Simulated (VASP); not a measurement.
# Al (P6_3/mmc) in VASP: further runs

Al is run at these levels: LDA; tasks: single point.

Program: VASP 6.6.1. These are calculated values, not measurements. Logs are shortened: lines on timing, memory, paths and dates and some standing lists are left out, and cuts for length are marked.

## Step 1: The cell of the first run

The structure is hexagonal, space group P6_3/mmc (No. 194). Conventional cell: a = 2.769 Å, b = 2.769 Å, c = 8.998 Å, α = 90.00°, β = 90.00°, γ = 120.00°. Within 3.6 Å of Al (site symmetry -6m2) lie 12 Al at 2.76 to 2.77 Å. Within 3.6 Å of Al (site symmetry -3m) lie 12 Al at 2.76 to 2.77 Å.

## Step 2: Single point, LDA

INCAR reads:

```
SYSTEM = Al
PREC     = Accurate       ! precision mode
ENCUT    = 520            ! plane-wave cutoff, eV
EDIFF    = 1E-7           ! SCF threshold, eV
ISMEAR   = -1             ! smearing method
SIGMA    = 0.05           ! smearing width, eV
LREAL    = .False.        ! projectors in reciprocal space
LASPH    = .True.         ! aspherical terms in the spheres
NELM     = 60             ! most SCF steps
ALGO     = Normal         ! electronic algorithm
ISIF     = 2              ! what is computed and relaxed
LWAVE    = .False.        ! write WAVECAR
LCHARG   = .False.        ! write CHGCAR
GGA      = CA             ! functional
NBANDS   = 14             ! bands
```

KPOINTS reads:

```
Automatic mesh
0
Gamma
  11 11 3
  0 0 0
```

POSCAR reads:

```
Al
1.0
    2.7693653812      0.0000000000      0.0000000000
   -1.3846826906      2.3983407724      0.0000000000
    0.0000000000      0.0000000000      8.9984712061
Al
4
Direct
    0.6666666667      0.3333333333      0.7500000000
    0.0000000000      0.0000000000      0.5000000000
    0.3333333333      0.6666666667      0.2500000000
    0.0000000000      0.0000000000      0.0000000000
```

Potentials or basis: VASP PAW LDA potentials, release 64 (Al).

Run with:

```bash
$ cat potpaw_LDA.64/Al/POTCAR > POTCAR
$ mpirun -np 1 vasp_std > vasp.out
```

OUTCAR:

```text
SYSTEM = Al
   PREC = Accurate
   ENCUT = 520
   EDIFF = 1E-7
   ISMEAR = -1
   LREAL = .False.
   LASPH = .True.
   NELM = 60
   ISIF = 2
   GGA = CA

 ion  position               nearest neighbor table
   1  0.667  0.333  0.750-   2 2.76   4 2.76   2 2.76   4 2.76   2 2.76   4 2.76
   2  0.000  0.000  0.500-   1 2.76   3 2.76   3 2.76   1 2.76   1 2.76   3 2.76
   3  0.333  0.667  0.250-   2 2.76   4 2.76   2 2.76   4 2.76   2 2.76   4 2.76
   4  0.000  0.000  0.000-   1 2.76   3 2.76   3 2.76   1 2.76   1 2.76   3 2.76

  LATTYP: Found a hexagonal cell.
 ALAT       =     2.7693653812
 C/A-ratio  =     3.2492899879

  Lattice vectors:

 A1 = (   2.7693653812,   0.0000000000,   0.0000000000)
 A2 = (  -1.3846826906,   2.3983407724,   0.0000000000)
 A3 = (   0.0000000000,   0.0000000000,   8.9984712061)

Analysis of symmetry for initial positions (statically):
=====================================================================
 Subroutine PRICEL returns:
 Original cell was already a primitive cell.

 Routine SETGRP: Setting up the symmetry group for a
 hexagonal supercell.

 Subroutine GETGRP returns: Found 24 space group operations
 (whereof 12 operations were pure point group operations)
 out of a pool of 24 trial point group operations.

The static configuration has the point symmetry D_3d.
 The point group associated with its full space group is D_6h.

Analysis of symmetry for dynamics (positions and initial velocities):
=====================================================================
 Subroutine PRICEL returns:
 Original cell was already a primitive cell.

 Routine SETGRP: Setting up the symmetry group for a
 hexagonal supercell.

 Subroutine GETGRP returns: Found 24 space group operations
 (whereof 12 operations were pure point group operations)
 out of a pool of 24 trial point group operations.

The dynamic configuration has the point symmetry D_3d.
 The point group associated with its full space group is D_6h.

 Subroutine INISYM returns: Found 24 space group operations
 (whereof 12 operations are pure point group operations),
 and found     1 'primitive' translations

----------------------------------------------------------------------------------------

                                     Primitive cell

  volume of cell :      59.7668

  direct lattice vectors                    reciprocal lattice vectors
     2.769365381  0.000000000  0.000000000     0.361093558  0.208477463  0.000000000
    -1.384682691  2.398340772  0.000000000     0.000000000  0.416954926  0.000000000
     0.000000000  0.000000000  8.998471206     0.000000000  0.000000000  0.111129988

  length of vectors
     2.769365381  2.769365381  8.998471206     0.416954926  0.416954926  0.111129988

  position of ions in fractional coordinates (direct lattice)
     0.666666667  0.333333333  0.750000000
     0.000000000  0.000000000  0.500000000
     0.333333333  0.666666667  0.250000000
     0.000000000  0.000000000  0.000000000

  ion indices of the primitive-cell ions
   primitive index   ion index
                 1           1
                 2           2
                 3           3
                 4           4

----------------------------------------------------------------------------------------

 KPOINTS: Automatic mesh

Automatic generation of k-mesh.
 Grid dimensions read from file:
 generate k-points for:   11   11    3

 Generating k-lattice:

  Cartesian coordinates                     Fractional coordinates (reciprocal lattice)
     0.032826687  0.018952497  0.000000000     0.090909091  0.000000000  0.000000000
     0.000000000  0.037904993  0.000000000     0.000000000  0.090909091  0.000000000
     0.000000000  0.000000000  0.037043329     0.000000000  0.000000000  0.333333333

  Length of vectors
     0.037904993  0.037904993  0.037043329

  Shift w.r.t. Gamma in fractional coordinates (k-lattice)
     0.000000000  0.000000000  0.000000000

 Subroutine IBZKPT returns following result:
 ===========================================

 Found     32 irreducible k-points:

 Following reciprocal coordinates:
            Coordinates               Weight
  0.000000  0.000000  0.000000      1.000000
  0.090909  0.000000  0.000000      6.000000
  0.181818  0.000000  0.000000      6.000000
  0.272727  0.000000  0.000000      6.000000
  0.363636  0.000000  0.000000      6.000000
  0.454545 -0.000000  0.000000      6.000000
[... 16 lines left out ...]
  0.090909  0.090909  0.333333     12.000000
  0.181818  0.090909  0.333333     24.000000
 [... further k-points ...]
   k-points           NKPTS =     32   k-points in BZ     NKDIM =     32   number of bands    NBANDS=     14
   number of dos      NEDOS =    301   number of ions     NIONS =      4
   total plane-waves  NPLWV =  40320
   dimension x,y,z NGX =    24 NGY =   24 NGZ =   70
   dimension x,y,z NGXF=    48 NGYF=   48 NGZF=  140
   ions per type =               4
   NGX,Y,Z   is equivalent  to a cutoff of  14.41, 14.41, 12.93 a.u.
   NGXF,Y,Z  is equivalent  to a cutoff of  28.81, 28.81, 25.86 a.u.
 SYSTEM =  Al
   PREC   = accura    normal or accurate (medium, high low for compatibility)
   ISTART =      0    job   : 0-new  1-cont  2-samecut
   ICHARG =      2    charge: 1-file 2-atom 10-const
   ISPIN  =      1    spin polarized calculation?
   LNONCOLLINEAR =      F non collinear calculations
   LSORBIT =      F    spin-orbit coupling
   LASPH  =      T    aspherical Exc in radial PAW
   ENCUT  =  520.0 eV  38.22 Ry    6.18 a.u.   5.15  5.15 16.73*2*pi/ulx,y,z
   NELM   =     60;   NELMIN=  2; NELMDL= -5     # of ELM steps
   EDIFF  = 0.1E-06   stopping-criterion for ELM
   LREAL  =      F    real-space projection
   EDIFFG = 0.1E-05   stopping-criterion for IOM
   NSW    =      0    number of steps for IOM
   IBRION =     -1    ionic relax: 0-MD 1-quasi-New 2-CG
   NFREE  =      0    steps in history (QN), initial steepest desc. (CG)
   ISIF   =      2    stress and relaxation
   ISYM   =      2    0-nonsym 1-usesym 2-fastsym
   POTIM  = 0.5000    time-step for ionic-motion
   TEBEG  =    0.0;   TEEND  =   0.0 temperature during run
   PSTRESS=    0.0 pullay stress
   NELECT =      12.0000    total number of electrons
   NUPDOWN=      -1.0000    fix difference up-down
   EMIN   =  10.00;   EMAX   =-10.00  energy-range for DOS
   EFERMI =   0.00;   METHOD = LEGACY
   ISMEAR =    -1;   SIGMA  =   0.05  broadening in eV -4-tet -1-fermi 0-gaus
   EFERMI_NEDOS =   21; number of points for ismear=-14 and -15
   IALGO  =     38    algorithm
   IMIX   =      4    mixing-type and parameters
     AMIX     =   0.40;   BMIX     =  1.00
     AMIX_MAG =   1.60;   BMIX_MAG =  1.00
  volume/ion in A,a.u.               =      14.94       100.83
  Fermi-wavevector in a.u.,A,eV,Ry     =   0.958625  1.811538 12.503228  0.918961
  Thomas-Fermi vector in A             =   2.087749
   LORBIT       =      0    0 simple, 1 ext, 2 COOP (PROOUT), +10 PAW based schemes
   GGA     = CA    functional components
   LHFCALC =     F    Hartree Fock is set to
   AEXX    =    0.0000 exact exchange contribution
   IVDW    =     0    specifies the selected vdW correction
   LEPSILON=     F    determine dielectric tensor
   LRPA    =     F    only Hartree local field effects (RPA)
 non-spin polarized calculation
  energy-cutoff  :      520.00
  volume of cell :       59.77
 maximum number of plane-waves:      1623
 NGX is ok and might be reduce to    24
   NGX = 11   NGY = 11   NGZ = 33

 number of electron      12.0000000 magnetization

 Free energy of the ion-electron system (eV)
  ---------------------------------------------------
  ext. energy  EPLUGINS =         0.00000000
  ---------------------------------------------------
  free energy    TOTEN  =       -16.68830856 eV

  energy without entropy =      -16.67538186  energy(sigma->0) =      -16.68184521

 E-fermi :   8.8814     XC(G=0): -10.7162

 val. band max:        8.8653567238   @ k =   0.2727   0.2727   0.0000
 cond. band min:       8.8854421748   @ k =   0.2727   0.0909   0.0000
 fundamental gap:      0.0200854509
 Fermi energy:         8.8814045017

 k-point     1 :       0.0000    0.0000    0.0000
  band No.  band energies     occupation
      1      -2.9416      2.00000
      2      -1.1316      2.00000
      3      -1.1315      2.00000
      4       3.9403      2.00000
      5       4.3918      2.00000
      6      12.5812      0.00000
      7      12.5971      0.00000
      8      20.1183      0.00000
      9      20.1183      0.00000
     10      20.2298      0.00000
     11      20.2298      0.00000
     12      21.1693      0.00000
     13      21.1961      0.00000
     14      21.3135      0.00000

 k-point     2 :       0.0909    0.0000    0.0000
  band No.  band energies     occupation
      1      -2.7297      2.00000
      2      -0.9227      2.00000
      3      -0.9227      2.00000
      4       4.1347      2.00000
      5       4.5967      2.00000
      6      12.7376      0.00000
      7      12.7652      0.00000
      8      17.0668      0.00000
      9      18.3931      0.00000
     10      18.4732      0.00000
     11      18.5697      0.00000
     12      19.8769      0.00000
     13      19.8901      0.00000
     14      19.9289      0.00000

 k-point     3 :       0.1818    0.0000    0.0000
  band No.  band energies     occupation
      1      -2.0963      2.00000
      2      -0.2984      2.00000
      3      -0.2982      2.00000
      4       4.7179      2.00000
      5       5.2026      2.00000
      6      12.8222      0.00000
      7      13.1702      0.00000
      8      14.0032      0.00000
      9      15.0404      0.00000
     10      15.2611      0.00000
     11      16.9722      0.00000
     12      18.2766      0.00000
     13      18.4912      0.00000
     14      18.4915      0.00000
[... 324 lines left out ...]
 k-point    23 :       0.0909    0.0909    0.3333
  band No.  band energies     occupation
      1      -2.1057      2.00000
      2      -1.5034      2.00000
      3       0.8768      2.00000
      4       2.6303      2.00000
      5       7.2382      2.00000
      6      10.0106      0.00000
      7      15.2652      0.00000
      8      15.4956      0.00000
      9      16.0230      0.00000
     10      16.0605      0.00000
     11      16.7342      0.00000
     12      18.1548      0.00000
     13      18.3171      0.00000
     14      19.5601      0.00000

 k-point    24 :       0.1818    0.0909    0.3333
  band No.  band energies     occupation
      1      -1.2659      2.00000
      2      -0.6677      2.00000
      3       1.6957      2.00000
      4       3.4348      2.00000
      5       7.9800      2.00000
      6      10.6051      0.00000
      7      12.1947      0.00000
      8      12.7040      0.00000
      9      14.1793      0.00000
     10      14.3619      0.00000
     11      15.2206      0.00000
     12      16.3508      0.00000
     13      16.8145      0.00000
     14      17.7797      0.00000

 [... further k-points ...]
[... 5 lines left out ...]
  --------------------------------------------------------------------------------------
  -------------------------------------------------------------------------------------
  Total        1.9126774      1.9126774      2.7499626      0.0000000      0.0000000     -0.0000000
  in kB       51.2734355     51.2734355     73.7186704      0.0000000      0.0000000     -0.0000000
  external PRESSURE =      58.7551805 kB  Pullay stress =       0.0000000 kB

 VOLUME and BASIS-vectors are now :
 -----------------------------------------------------------------------------
  energy-cutoff  :      520.00
  volume of cell :       59.77
      direct lattice vectors                 reciprocal lattice vectors
     2.769365381  0.000000000  0.000000000     0.361093558  0.208477463  0.000000000
    -1.384682691  2.398340772  0.000000000     0.000000000  0.416954926  0.000000000
     0.000000000  0.000000000  8.998471206     0.000000000  0.000000000  0.111129988

 POSITION                                       TOTAL-FORCE (eV/Angst)
 -----------------------------------------------------------------------------------
      1.38468      0.79945      6.74885         0.000000     -0.000000     -0.000000
      0.00000      0.00000      4.49924         0.000000      0.000000      0.000000
     -0.00000      1.59889      2.24962        -0.000000      0.000000      0.000000
      0.00000      0.00000      0.00000         0.000000      0.000000      0.000000
 -----------------------------------------------------------------------------------
    total drift:                               -0.000000      0.000000      0.000000

  FREE ENERGIE OF THE ION-ELECTRON SYSTEM (eV)
  ---------------------------------------------------
  free  energy   TOTEN  =       -16.6883085624 eV

  energy  without entropy=      -16.6753818627  energy(sigma->0) =      -16.68184521
```

Wall time 16 s (1 thread of Intel Xeon 6975P-C, shared host); peak memory 0.16 GiB.

What came out:

| Item | Value |
| --- | --- |
| Free energy | -16.6883 eV |
| Pressure | 5.9 GPa |
| Band gap on the k mesh | zero (band 6 reaches 12.98 eV, above the bottom of band 7 at 6.90 eV) |

Stress tensor (GPa, compression positive):
```
5.13 0.00 0.00
0.00 5.13 0.00
0.00 0.00 7.37
```

## Step 3: Single point, LDA

This run uses another cell than the first one, of 15.26 Å³/atom, 1.021 times its volume.

INCAR reads:

```
  ALGO = Normal
  EDIFF = 1E-6
  ENCUT = 520
  ISIF = 2
  ISMEAR = -1
  LASPH = True
  LCHARG = False
  LREAL = False
  LWAVE = False
  NBANDS = 14
  NELM = 80
  PREC = Accurate
  SIGMA = 0.05
```

KPOINTS reads:

```
k-points
0
Gamma
  11 11 3
```

POSCAR reads:

```
Al
1.0
    2.7888685969      0.0000000000      0.0000000000
   -1.3944342984      2.4152310527      0.0000000000
    0.0000000000      0.0000000000      9.0618428096
Al
4
Direct
    0.6666666667      0.3333333333      0.7500000000
    0.0000000000      0.0000000000      0.5000000000
    0.3333333333      0.6666666667      0.2500000000
    0.0000000000      0.0000000000      0.0000000000
```

Potentials or basis: VASP PAW LDA potentials, release 64 (Al).

Run with:

```bash
$ cat potpaw_LDA.64/Al/POTCAR > POTCAR
$ mpirun -np 1 vasp_std > vasp.out
```

Run time: 16 s. Hardware: 1 thread of Intel Xeon 6975P-C, shared host; peak memory 0.16 GiB.

The run converged. Its results:

| Item | Value |
| --- | --- |
| Free energy | -16.7263 eV |
| Pressure | 3.7 GPa |
| Band gap on the k mesh | zero (band 6 reaches 12.71 eV, above the bottom of band 7 at 6.66 eV) |

Stress tensor (GPa, compression positive):
```
3.00 0.00 0.00
0.00 3.00 0.00
0.00 0.00 5.16
```

Levels at points of the mesh, in eV from the Fermi level:
```
           k point  band 3  band 4  band 5  band 6  band 7  band 8  band 9  band 10
(0.00, 0.00, 0.00)   -9.88   -4.85   -4.45    3.66    3.68   11.07   11.07    11.22
```

(Continued in part 2 of 2.)
